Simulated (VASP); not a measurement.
# Au (Pm-3m) in VASP: a series of runs, part 2 of 2

VASP 6.6.1. Earlier steps stand in the parts before.

## Step 3: Relaxation of cell and atoms, PBEsol

This run uses another cell than the first one, of 19.60 Å³/atom.

File INCAR:

```
  PREC = Accurate
  ENCUT = 500
  EDIFF = 1E-7
  ISMEAR = -1
  SIGMA = 0.1
  LREAL = False
  LASPH = True
  NELM = 120
  ALGO = Normal
  ISIF = 3
  LWAVE = False
  LCHARG = False
  GGA = PS
  IBRION = 2
  NSW = 60
  EDIFFG = -0.01
  GGA_COMPAT = False
  NELMIN = 4
```

File KPOINTS:

```
regular mesh
0
Gamma
  8 8 8
```

File POSCAR:

```
Au
1.0
    2.6961447368      0.0000000000      0.0000000000
    0.0000000000      2.6961447368      0.0000000000
    0.0000000000      0.0000000000      2.6961447368
Au
1
Direct
    0.0000000000      0.0000000000      0.0000000000
```

Potentials or basis: VASP PAW PBE potentials, release 64 (Au).

Command:

```sh
> cat potpaw_PBE.64/Au/POTCAR > POTCAR
> mpirun -np 1 vasp_std > vasp.out
```

OUTCAR:

```text
PREC = Accurate
   ENCUT = 500
   EDIFF = 1E-7
   ISMEAR = -1
   LREAL = False
   LASPH = True
   NELM = 120
   ISIF = 3
   GGA = PS
   IBRION = 2
   NSW = 60
   EDIFFG = -0.01
   NELMIN = 4

 ion  position               nearest neighbor table
   1  0.000  0.000  0.000-

  LATTYP: Found a simple cubic cell.
 ALAT       =     2.6961447368

  Lattice vectors:

 A1 = (   2.6961447368,   0.0000000000,   0.0000000000)
 A2 = (   0.0000000000,   2.6961447368,   0.0000000000)
 A3 = (   0.0000000000,   0.0000000000,   2.6961447368)

Analysis of symmetry for initial positions (statically):
=====================================================================
 Subroutine PRICEL returns:
 Original cell was already a primitive cell.

 Routine SETGRP: Setting up the symmetry group for a
 simple cubic supercell.

 Subroutine GETGRP returns: Found 48 space group operations
 (whereof 48 operations were pure point group operations)
 out of a pool of 48 trial point group operations.

The static configuration has the point symmetry O_h .

Analysis of symmetry for dynamics (positions and initial velocities):
=====================================================================
 Subroutine PRICEL returns:
 Original cell was already a primitive cell.

 Routine SETGRP: Setting up the symmetry group for a
 simple cubic supercell.

 Subroutine GETGRP returns: Found 48 space group operations
 (whereof 48 operations were pure point group operations)
 out of a pool of 48 trial point group operations.

The dynamic configuration has the point symmetry O_h .

 Subroutine INISYM returns: Found 48 space group operations
 (whereof 48 operations are pure point group operations),
 and found     1 'primitive' translations

----------------------------------------------------------------------------------------

                                     Primitive cell

  volume of cell :      19.5988

  direct lattice vectors                    reciprocal lattice vectors
     2.696144737  0.000000000  0.000000000     0.370899969  0.000000000  0.000000000
     0.000000000  2.696144737  0.000000000     0.000000000  0.370899969  0.000000000
     0.000000000  0.000000000  2.696144737     0.000000000  0.000000000  0.370899969

  length of vectors
     2.696144737  2.696144737  2.696144737     0.370899969  0.370899969  0.370899969

  position of ions in fractional coordinates (direct lattice)
     0.000000000  0.000000000  0.000000000

  ion indices of the primitive-cell ions
   primitive index   ion index
                 1           1

----------------------------------------------------------------------------------------

 KPOINTS: regular mesh

Automatic generation of k-mesh.
 Grid dimensions read from file:
 generate k-points for:    8    8    8

 Generating k-lattice:

  Cartesian coordinates                     Fractional coordinates (reciprocal lattice)
     0.046362496  0.000000000  0.000000000     0.125000000  0.000000000  0.000000000
     0.000000000  0.046362496  0.000000000     0.000000000  0.125000000  0.000000000
     0.000000000  0.000000000  0.046362496     0.000000000  0.000000000  0.125000000

  Length of vectors
[... 43 lines left out ...]
   NGX,Y,Z   is equivalent  to a cutoff of  12.33, 12.33, 12.33 a.u.
   NGXF,Y,Z  is equivalent  to a cutoff of  24.66, 24.66, 24.66 a.u.
 SYSTEM =  unknown system
   PREC   = accura    normal or accurate (medium, high low for compatibility)
   ISTART =      0    job   : 0-new  1-cont  2-samecut
   ICHARG =      2    charge: 1-file 2-atom 10-const
   ISPIN  =      1    spin polarized calculation?
   LNONCOLLINEAR =      F non collinear calculations
   LSORBIT =      F    spin-orbit coupling
   LASPH  =      T    aspherical Exc in radial PAW
   ENCUT  =  500.0 eV  36.75 Ry    6.06 a.u.   4.92  4.92  4.92*2*pi/ulx,y,z
   NELM   =    120;   NELMIN=  4; NELMDL= -5     # of ELM steps
   EDIFF  = 0.1E-06   stopping-criterion for ELM
   LREAL  =      F    real-space projection
   EDIFFG = -.1E-01   stopping-criterion for IOM
   NSW    =     60    number of steps for IOM
   IBRION =      2    ionic relax: 0-MD 1-quasi-New 2-CG
   NFREE  =      1    steps in history (QN), initial steepest desc. (CG)
   ISIF   =      3    stress and relaxation
   ISYM   =      2    0-nonsym 1-usesym 2-fastsym
   POTIM  = 0.5000    time-step for ionic-motion
   TEBEG  =    0.0;   TEEND  =   0.0 temperature during run
   PSTRESS=    0.0 pullay stress
   NELECT =      11.0000    total number of electrons
   NUPDOWN=      -1.0000    fix difference up-down
   EMIN   =  10.00;   EMAX   =-10.00  energy-range for DOS
   EFERMI =   0.00;   METHOD = LEGACY
   ISMEAR =    -1;   SIGMA  =   0.10  broadening in eV -4-tet -1-fermi 0-gaus
   EFERMI_NEDOS =   21; number of points for ismear=-14 and -15
   IALGO  =     38    algorithm
   IMIX   =      4    mixing-type and parameters
     AMIX     =   0.40;   BMIX     =  1.00
     AMIX_MAG =   1.60;   BMIX_MAG =  1.00
  volume/ion in A,a.u.               =      19.60       132.26
  Fermi-wavevector in a.u.,A,eV,Ry     =   1.350400  2.551887 24.811325  1.823581
  Thomas-Fermi vector in A             =   2.477908
   LORBIT       =      0    0 simple, 1 ext, 2 COOP (PROOUT), +10 PAW based schemes
   GGA     = PS    functional components
   LHFCALC =     F    Hartree Fock is set to
   AEXX    =    0.0000 exact exchange contribution
   IVDW    =     0    specifies the selected vdW correction
   LEPSILON=     F    determine dielectric tensor
   LRPA    =     F    only Hartree local field effects (RPA)
 conjugate gradient relaxation of ions
 non-spin polarized calculation
  energy-cutoff  :      500.00
  volume of cell :       19.60
 maximum number of plane-waves:       512
 NGX is ok and might be reduce to    20
   NGX =  9   NGY =  9   NGZ =  9

--------------------------------------- Ionic step        1  -------------------------------------------

 number of electron      11.0000000 magnetization

 Free energy of the ion-electron system (eV)
  ---------------------------------------------------
  ext. energy  EPLUGINS =         0.00000000
  ---------------------------------------------------
  free energy    TOTEN  =        -3.65977581 eV

  energy without entropy =       -3.64585683  energy(sigma->0) =       -3.65281632

------------------------ aborting loop because EDIFF is reached ----------------------------------------

  FORCE on cell =-STRESS in cart. coord.  units (eV):
  Direction    XX          YY          ZZ          XY          YZ          ZX
  --------------------------------------------------------------------------------------
  -------------------------------------------------------------------------------------
  Total       -0.0205773     -0.0205773     -0.0205773      0.0000000      0.0000000      0.0000000
  in kB       -1.6821657     -1.6821657     -1.6821657      0.0000000      0.0000000      0.0000000
  external PRESSURE =      -1.6821657 kB  Pullay stress =       0.0000000 kB
[... 57 lines left out ...]
--------------------------------------- Ionic step        3  -------------------------------------------

 number of electron      11.0000000 magnetization

 Free energy of the ion-electron system (eV)
  ---------------------------------------------------
  ext. energy  EPLUGINS =         0.00000000
  ---------------------------------------------------
  free energy    TOTEN  =        -3.65979001 eV

  energy without entropy =       -3.64577083  energy(sigma->0) =       -3.65278042

 E-fermi :   6.8699     XC(G=0): -11.9504

 val. band max:        6.8202692556   @ k =   0.5000   0.5000   0.5000
 cond. band min:       7.0166602662   @ k =   0.3750   0.2500   0.2500
 fundamental gap:      0.1963910106
 Fermi energy:         6.8699396297

 k-point     1 :       0.0000    0.0000    0.0000
  band No.  band energies     occupation
      1      -1.4379      2.00000
      2       0.8528      2.00000
      3       0.8528      2.00000
      4       5.4770      2.00000
      5       5.4770      2.00000
      6       5.4770      2.00000
      7      20.9986      0.00000
      8      20.9986      0.00000
      9      20.9986      0.00000
[... 265 lines left out ...]
 k-point    24 :       0.5000    0.3750    0.1250
  band No.  band energies     occupation
      1       1.2609      2.00000
      2       2.1430      2.00000
      3       3.5935      2.00000
      4       3.8419      2.00000
      5       5.6621      1.99999
      6      10.2076      0.00000
      7      10.7422      0.00000
      8      16.6072      0.00000
      9      19.3376      0.00000

 [... further k-points ...]

------------------------ aborting loop because EDIFF is reached ----------------------------------------

  FORCE on cell =-STRESS in cart. coord.  units (eV):
  Direction    XX          YY          ZZ          XY          YZ          ZX
  --------------------------------------------------------------------------------------
  -------------------------------------------------------------------------------------
  Total        0.0008228      0.0008228      0.0008228     -0.0000000     -0.0000000     -0.0000000
  in kB        0.0673539      0.0673539      0.0673539     -0.0000000     -0.0000000     -0.0000000
  external PRESSURE =       0.0673539 kB  Pullay stress =       0.0000000 kB
[... 16 lines left out ...]
  FREE ENERGIE OF THE ION-ELECTRON SYSTEM (eV)
  ---------------------------------------------------
  free  energy   TOTEN  =        -3.6597900096 eV

  energy  without entropy=       -3.6457708317  energy(sigma->0) =       -3.65278042

 reached required accuracy - stopping structural energy minimisation
```

CONTCAR:

```text
Au
   1.00000000000000
     2.6949387013323403    0.0000000000000000    0.0000000000000000
     0.0000000000000000    2.6949387013323403    0.0000000000000000
    -0.0000000000000000    0.0000000000000000    2.6949387013323403
  Au
     1
Direct
     0.0000000000000000    0.0000000000000000    0.0000000000000000

  0.00000000E+00  0.00000000E+00  0.00000000E+00
```

Wall time 8.7 s (1 thread of Intel Xeon Platinum 8259CL at 2.50GHz (Skylake/Cascade Lake), shared host); peak memory 0.13 GiB.

Results:

```yaml
Free_energy: -3.6598 eV
Relaxed_volume: 19.57 Å³/atom
Relaxed_cell: a = 2.695 Å, b = 2.695 Å, c = 2.695 Å, α = 90.00°, β = 90.00°, γ = 90.00°
Space_group_after_relaxing_to_0.1_Å: Pm-3m (No. 221)
Energy_gained_by_relaxing: 0.0 meV/atom
Ionic_steps: 3
Pressure_after_relaxing: 0.0 GPa
Band_gap_on_the_k_mesh: zero (an odd number of electrons rules out a gap without spin polarisation)
```

Final structure:
```yaml
crystal:
  lattice:
    - [2.69494, 0.00000, 0.00000]
    - [0.00000, 2.69494, 0.00000]
    - [0.00000, 0.00000, 2.69494]
  atoms:
    - { symbol: Au, position: [0.00000, 0.00000, 0.00000] }
```

Levels at points of the mesh, in eV from the Fermi level:
| k point | band 3 | band 4 | band 5 | band 6 | band 7 | band 8 |
| --- | --- | --- | --- | --- | --- | --- |
| (0.00, 0.00, 0.00) | -6.02 | -1.39 | -1.39 | -1.39 | 14.13 | 14.13 |
| (0.50, 0.00, 0.00) | -2.98 | -2.98 | -1.24 | -0.75 | 2.31 | 16.37 |
| (0.50, 0.50, 0.00) | -2.70 | -2.70 | -0.15 | 3.77 | 3.77 | 6.93 |
| (0.50, 0.50, 0.50) | -5.23 | -0.05 | -0.05 | 8.64 | 8.64 | 8.64 |

Caveat: the PAW data sets were made with another functional, which shifts forces and pressure a little; spin-orbit coupling is left out, which moves the levels of the heavy elements.
